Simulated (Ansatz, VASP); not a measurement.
**One calculation of CrCuTe3, two programs**

```
Cr Cu Te
1.0
     6.12522    0.00000    0.00000
    -3.06261    5.30459    0.00000
     0.00000    0.00000    5.03860
Cr Cu Te
1 1 3
Direct
  0.00000 0.00000 0.50000
  0.00000 0.00000 0.00000
  0.50000 0.00000 0.00000
  0.00000 0.50000 0.00000
  0.50000 0.50000 0.00000
```

Alike in both runs: functional PBE; k mesh 6 × 6 × 4; occupations gaussian, width 0.1 eV; collinear spin.

Ansatz relaxed the structure, and its values are those at the end. VASP's run is a single point on that final structure, the one shown.

```csv
,VASP,Ansatz
version,VASP 6.6.1,Ansatz 0.2.0
potentials or method,"VASP PAW PBE potentials, release 64 (Cr_pv, Cu, Te), cutoff 520 eV","scalar-relativistic, plane waves, PAW"
valence electrons in the cell,41,81
```

Ansatz gave:

```
gap on the k mesh at the Fermi level (eV)                     : none
pressure (GPa)                                                : -0.4
net moment per atom (μB)                                      : 0.97
size of the moment on the site where the two differ most (μB) : 3.93
```

**Question.** What did VASP give for the same quantities?

**Answer.** gap on the k mesh at the Fermi level (eV): none; pressure (GPa): -0.4; net moment per atom (μB): 0.97; size of the moment on the site where the two differ most (μB): 4.18.

Site moments also hang on the region over which each program counts them. A gap of «none» marks a metal or a gap that the smearing closes. VASP's potentials hold 41 valence electrons a cell and Ansatz's 81, so a difference there can come from the potentials and not from the codes.

Neither program's run includes spin-orbit coupling.
